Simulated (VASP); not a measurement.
A run of VASP 6.6.1:

The input POSCAR:

```
Li
1.0
    3.1110021516      0.0000000000      0.0000000000
   -1.5555010758      2.6942068945      0.0000000000
    0.0000000000      0.0000000000      5.0930000000
Li
2
Direct
    0.3333333333      0.6666666667      0.2500000000
    0.6666666667      0.3333333333      0.7500000000
```

INCAR.step1

```
SYSTEM = Li
PREC = Accurate
ENCUT = 520
EDIFF = 1E-6
ISMEAR = -1
SIGMA = 0.08
LREAL = .FALSE.
LASPH = .TRUE.
NELM = 80
ALGO = Normal
ISIF = 2
LWAVE = .FALSE.
LCHARG = .TRUE.
GGA = PS
NBANDS = 10
```

KPOINTS.step1

```
regular mesh
0
G
  15 15 8
  0 0 0
```

File INCAR.step2:

```
SYSTEM = Li
PREC = Accurate
ENCUT = 520
EDIFF = 1E-6
ISMEAR = -5
SIGMA = 0.08
LREAL = .FALSE.
LASPH = .TRUE.
NELM = 80
ALGO = Normal
ISIF = 2
LWAVE = .FALSE.
LCHARG = .FALSE.
GGA = PS
LORBIT = 11
NEDOS = 1001
ICHARG = 11
```

The input KPOINTS.step2:

```
regular mesh
0
G
  23 23 12
  0 0 0
```

Potentials or basis: VASP PAW PBE potentials, release 64 (Li_sv).

Launch:

```console
$ cat potpaw_PBE.64/Li_sv/POTCAR > POTCAR
$ cp INCAR.step1 INCAR
$ cp KPOINTS.step1 KPOINTS
$ mpirun -np 1 vasp_std > vasp.out
$ cp INCAR.step2 INCAR
$ cp KPOINTS.step2 KPOINTS
$ mpirun -np 1 vasp_std > vasp.out
```

Hardware: 1 thread of Intel(R) Xeon(R) Platinum 8488C (Sapphire Rapids) (shared host).

Question: How long does it take, and how much memory?

Answer: Run time: 58 s on 1 thread of Intel(R) Xeon(R) Platinum 8488C (Sapphire Rapids), on a shared host, peak memory 0.21 GiB. Counts: k points 392.
